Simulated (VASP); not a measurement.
# B (Fd-3m) in VASP: notebook

The runs below take B through single point, with LDA.

All numbers are computed with VASP 6.6.1; they aren't measurements. Logs are shortened: lines on timing, memory, paths and dates and some standing lists are left out, and cuts for length are marked.

## Step 1: The cell of the first run

Symmetry: Fd-3m, No. 227, cubic system. Conventional cell: a = 4.003 Å, b = 4.003 Å, c = 4.003 Å, α = 90.00°, β = 90.00°, γ = 90.00°. Within 2.3 Å of B (site symmetry -43m) lie 4 B at 1.73 Å.

## Step 2: Single point, LDA

INCAR reads:

```
PREC = Accurate
ENCUT = 520
EDIFF = 1E-7
ISMEAR = -1
SIGMA = 0.1
LREAL = False
LASPH = True
NELM = 80
ALGO = Normal
ISIF = 2
LWAVE = False
LCHARG = True
LELF = True
LVHAR = True
NBANDS = 10
```

KPOINTS reads:

```
Automatic mesh
0
Gamma
  13 13 13
```

POSCAR reads:

```
B
1.0
    0.0000000000      2.0014594441      2.0014594441
    2.0014594441      0.0000000000      2.0014594441
    2.0014594441      2.0014594441      0.0000000000
B
2
Direct
    0.1250000000      0.1250000000      0.1250000000
    0.8750000000      0.8750000000      0.8750000000
```

Potentials or basis: VASP PAW LDA potentials, release 64 (B).

Started as:

```bash
$ cat potpaw_LDA.64/B/POTCAR > POTCAR
$ mpirun -np 1 vasp_std > vasp.out
```

OUTCAR:

```text
PREC = Accurate
   ENCUT = 520
   EDIFF = 1E-7
   ISMEAR = -1
   LREAL = False
   LASPH = True
   NELM = 80
   ISIF = 2

 ion  position               nearest neighbor table
   1  0.125  0.125  0.125-   2 1.73   2 1.73   2 1.73   2 1.73
   2  0.875  0.875  0.875-   1 1.73   1 1.73   1 1.73   1 1.73

  LATTYP: Found a face centered cubic cell.
 ALAT       =     4.0029188882

  Lattice vectors:

 A1 = (   0.0000000000,   2.0014594441,   2.0014594441)
 A2 = (   2.0014594441,   0.0000000000,   2.0014594441)
 A3 = (   2.0014594441,   2.0014594441,   0.0000000000)

Analysis of symmetry for initial positions (statically):
=====================================================================
 Subroutine PRICEL returns:
 Original cell was already a primitive cell.

 Routine SETGRP: Setting up the symmetry group for a
 face centered cubic supercell.

 Subroutine GETGRP returns: Found 48 space group operations
 (whereof 12 operations were pure point group operations)
 out of a pool of 48 trial point group operations.

The static configuration has the point symmetry D_3d.
 The point group associated with its full space group is O_h .

Analysis of symmetry for dynamics (positions and initial velocities):
=====================================================================
 Subroutine PRICEL returns:
 Original cell was already a primitive cell.

 Routine SETGRP: Setting up the symmetry group for a
 face centered cubic supercell.

 Subroutine GETGRP returns: Found 48 space group operations
 (whereof 12 operations were pure point group operations)
 out of a pool of 48 trial point group operations.

The dynamic configuration has the point symmetry D_3d.
 The point group associated with its full space group is O_h .

 Subroutine INISYM returns: Found 48 space group operations
 (whereof 12 operations are pure point group operations),
 and found     1 'primitive' translations

----------------------------------------------------------------------------------------

                                     Primitive cell

  volume of cell :      16.0351

  direct lattice vectors                    reciprocal lattice vectors
     0.000000000  2.001459444  2.001459444    -0.249817703  0.249817703  0.249817703
     2.001459444  0.000000000  2.001459444     0.249817703 -0.249817703  0.249817703
     2.001459444  2.001459444  0.000000000     0.249817703  0.249817703 -0.249817703

  length of vectors
     2.830491090  2.830491090  2.830491090     0.432696953  0.432696953  0.432696953

  position of ions in fractional coordinates (direct lattice)
     0.125000000  0.125000000  0.125000000
     0.875000000  0.875000000  0.875000000

  ion indices of the primitive-cell ions
   primitive index   ion index
                 1           1
                 2           2

----------------------------------------------------------------------------------------

 KPOINTS: Automatic mesh

Automatic generation of k-mesh.
 Grid dimensions read from file:
 generate k-points for:   13   13   13

 Generating k-lattice:

  Cartesian coordinates                     Fractional coordinates (reciprocal lattice)
    -0.019216746  0.019216746  0.019216746     0.076923077  0.000000000  0.000000000
     0.019216746 -0.019216746  0.019216746     0.000000000  0.076923077  0.000000000
     0.019216746  0.019216746 -0.019216746     0.000000000  0.000000000  0.076923077

  Length of vectors
     0.033284381  0.033284381  0.033284381

  Shift w.r.t. Gamma in fractional coordinates (k-lattice)
     0.000000000  0.000000000  0.000000000

 Subroutine IBZKPT returns following result:
 ===========================================

 Found     84 irreducible k-points:

 Following reciprocal coordinates:
            Coordinates               Weight
  0.000000  0.000000  0.000000      1.000000
  0.076923  0.000000  0.000000      8.000000
  0.153846  0.000000  0.000000      8.000000
  0.230769  0.000000  0.000000      8.000000
  0.307692  0.000000  0.000000      8.000000
  0.384615  0.000000  0.000000      8.000000
[... 16 lines left out ...]
  0.384615  0.153846  0.000000     24.000000
  0.461538  0.153846  0.000000     24.000000
 [... further k-points ...]
   k-points           NKPTS =     84   k-points in BZ     NKDIM =     84   number of bands    NBANDS=     10
   number of dos      NEDOS =    301   number of ions     NIONS =      2
   total plane-waves  NPLWV =  13824
   dimension x,y,z NGX =    24 NGY =   24 NGZ =   24
   dimension x,y,z NGXF=    48 NGYF=   48 NGZF=   48
   ions per type =               2
   NGX,Y,Z   is equivalent  to a cutoff of  14.10, 14.10, 14.10 a.u.
   NGXF,Y,Z  is equivalent  to a cutoff of  28.19, 28.19, 28.19 a.u.
 SYSTEM =  unknown system
   PREC   = accura    normal or accurate (medium, high low for compatibility)
   ISTART =      0    job   : 0-new  1-cont  2-samecut
   ICHARG =      2    charge: 1-file 2-atom 10-const
   ISPIN  =      1    spin polarized calculation?
   LNONCOLLINEAR =      F non collinear calculations
   LSORBIT =      F    spin-orbit coupling
   LASPH  =      T    aspherical Exc in radial PAW
   ENCUT  =  520.0 eV  38.22 Ry    6.18 a.u.   5.26  5.26  5.26*2*pi/ulx,y,z
   NELM   =     80;   NELMIN=  2; NELMDL= -5     # of ELM steps
   EDIFF  = 0.1E-06   stopping-criterion for ELM
   LREAL  =      F    real-space projection
   EDIFFG = 0.1E-05   stopping-criterion for IOM
   NSW    =      0    number of steps for IOM
   IBRION =     -1    ionic relax: 0-MD 1-quasi-New 2-CG
   NFREE  =      0    steps in history (QN), initial steepest desc. (CG)
   ISIF   =      2    stress and relaxation
   ISYM   =      2    0-nonsym 1-usesym 2-fastsym
   POTIM  = 0.5000    time-step for ionic-motion
   TEBEG  =    0.0;   TEEND  =   0.0 temperature during run
   PSTRESS=    0.0 pullay stress
   NELECT =       6.0000    total number of electrons
   NUPDOWN=      -1.0000    fix difference up-down
   EMIN   =  10.00;   EMAX   =-10.00  energy-range for DOS
   EFERMI =   0.00;   METHOD = LEGACY
   ISMEAR =    -1;   SIGMA  =   0.10  broadening in eV -4-tet -1-fermi 0-gaus
   EFERMI_NEDOS =   21; number of points for ismear=-14 and -15
   IALGO  =     38    algorithm
   IMIX   =      4    mixing-type and parameters
     AMIX     =   0.40;   BMIX     =  1.00
     AMIX_MAG =   1.60;   BMIX_MAG =  1.00
  volume/ion in A,a.u.               =       8.02        54.10
  Fermi-wavevector in a.u.,A,eV,Ry     =   1.179692  2.229294 18.934848  1.391672
  Thomas-Fermi vector in A             =   2.315998
   LORBIT       =      0    0 simple, 1 ext, 2 COOP (PROOUT), +10 PAW based schemes
   GGA     = CA    functional components
   LHFCALC =     F    Hartree Fock is set to
   AEXX    =    0.0000 exact exchange contribution
   IVDW    =     0    specifies the selected vdW correction
   LEPSILON=     F    determine dielectric tensor
   LRPA    =     F    only Hartree local field effects (RPA)
 non-spin polarized calculation
  energy-cutoff  :      520.00
  volume of cell :       16.04
 maximum number of plane-waves:       444
 NGX is ok and might be reduce to    24
   NGX = 11   NGY = 11   NGZ = 11

 number of electron       6.0000000 magnetization

 Free energy of the ion-electron system (eV)
  ---------------------------------------------------
  ext. energy  EPLUGINS =         0.00000000
  ---------------------------------------------------
  free energy    TOTEN  =       -12.94035335 eV

  energy without entropy =      -12.91397279  energy(sigma->0) =      -12.92716307

 E-fermi :   4.1199     XC(G=0): -11.4564

 val. band max:        4.0930528035   @ k =   0.4615   0.2308   0.0000
 cond. band min:       4.1298461744   @ k =   0.3846   0.2308   0.0000
 fundamental gap:      0.0367933709
 Fermi energy:         4.1198854019

 k-point     1 :       0.0000    0.0000    0.0000
  band No.  band energies     occupation
      1      -8.8804      2.00000
      2       8.2275      0.00000
      3       8.2275      0.00000
      4       8.2275      0.00000
      5      12.4363      0.00000
      6      12.4363      0.00000
      7      12.4363      0.00000
      8      21.4687      0.00000
      9      23.3072      0.00000
     10      27.6447      0.00000

 k-point     2 :       0.0769    0.0000    0.0000
  band No.  band energies     occupation
      1      -8.7500      2.00000
      2       7.3122      0.00000
      3       7.9736      0.00000
      4       7.9736      0.00000
      5      12.7690      0.00000
      6      12.7690      0.00000
      7      13.0737      0.00000
      8      21.3811      0.00000
      9      23.5233      0.00000
     10      25.9865      0.00000

 k-point     3 :       0.1538    0.0000    0.0000
  band No.  band energies     occupation
      1      -8.3596      2.00000
      2       5.4365      0.00000
      3       7.4201      0.00000
      4       7.4201      0.00000
      5      13.4931      0.00000
      6      13.4931      0.00000
      7      14.1669      0.00000
      8      21.1469      0.00000
      9      24.0204      0.00000
     10      24.6983      0.00000

 k-point     4 :       0.2308    0.0000    0.0000
  band No.  band energies     occupation
      1      -7.7115      2.00000
      2       3.3255      1.99929
      3       6.8394      0.00000
      4       6.8394      0.00000
      5      14.1624      0.00000
      6      14.1624      0.00000
      7      15.1218      0.00000
      8      20.8253      0.00000
      9      24.2827      0.00000
     10      24.2831      0.00000
[... 222 lines left out ...]
 k-point    22 :       0.3077    0.1538    0.0000
  band No.  band energies     occupation
      1      -6.9813      2.00000
      2       2.8320      1.99999
      3       5.0883      0.00012
      4       5.8691      0.00000
      5      12.7678      0.00000
      6      16.6680      0.00000
      7      16.6803      0.00000
      8      17.7307      0.00000
      9      24.9296      0.00000
     10      25.6052      0.00000

 k-point    23 :       0.3846    0.1538    0.0000
  band No.  band energies     occupation
      1      -6.0037      2.00000
      2       0.8735      2.00000
      3       4.8510      0.00133
      4       5.2029      0.00004
      5      13.2026      0.00000
      6      16.7623      0.00000
      7      17.1201      0.00000
      8      18.4014      0.00000
      9      24.6814      0.00000
     10      26.4574      0.00000

 k-point    24 :       0.4615    0.1538    0.0000
  band No.  band energies     occupation
      1      -4.7962      2.00000
      2      -0.9879      2.00000
      3       4.5969      0.01681
      4       4.8338      0.00159
      5      13.4175      0.00000
      6      16.5321      0.00000
      7      17.6829      0.00000
      8      19.3812      0.00000
      9      24.2245      0.00000
     10      27.5193      0.00000

 [... further k-points ...]
[... 5 lines left out ...]
  --------------------------------------------------------------------------------------
  -------------------------------------------------------------------------------------
  Total        0.0223433      0.0223433      0.0223433     -0.0000000      0.0000000     -0.0000000
  in kB        2.2324784      2.2324784      2.2324784     -0.0000000      0.0000000     -0.0000000
  external PRESSURE =       2.2324784 kB  Pullay stress =       0.0000000 kB

 VOLUME and BASIS-vectors are now :
 -----------------------------------------------------------------------------
  energy-cutoff  :      520.00
  volume of cell :       16.04
      direct lattice vectors                 reciprocal lattice vectors
     0.000000000  2.001459444  2.001459444    -0.249817703  0.249817703  0.249817703
     2.001459444  0.000000000  2.001459444     0.249817703 -0.249817703  0.249817703
     2.001459444  2.001459444  0.000000000     0.249817703  0.249817703 -0.249817703

 POSITION                                       TOTAL-FORCE (eV/Angst)
 -----------------------------------------------------------------------------------
      0.50036      0.50036      0.50036         0.000000      0.000000      0.000000
      3.50255      3.50255      3.50255        -0.000000     -0.000000     -0.000000
 -----------------------------------------------------------------------------------
    total drift:                                0.000000      0.000000      0.000000

  FREE ENERGIE OF THE ION-ELECTRON SYSTEM (eV)
  ---------------------------------------------------
  free  energy   TOTEN  =       -12.9403533538 eV

  energy  without entropy=      -12.9139727876  energy(sigma->0) =      -12.92716307
```

Wall time 9.1 s (1 thread of Intel Xeon 8259CL, shared host); peak memory 0.12 GiB.

What came out:

* Free energy: -12.9404 eV
* Pressure: 0.2 GPa
* Band gap on the k mesh: zero (band 3 reaches 8.23 eV, above the bottom of band 4 at 1.41 eV)

Levels at points of the mesh, in eV from the Fermi level:
```
           k point  band 1  band 2  band 3  band 4  band 5  band 6  band 7  band 8
(0.00, 0.00, 0.00)  -13.00    4.11    4.11    4.11    8.32    8.32    8.32   17.35
```

(Part 1 of 3 ends here.)
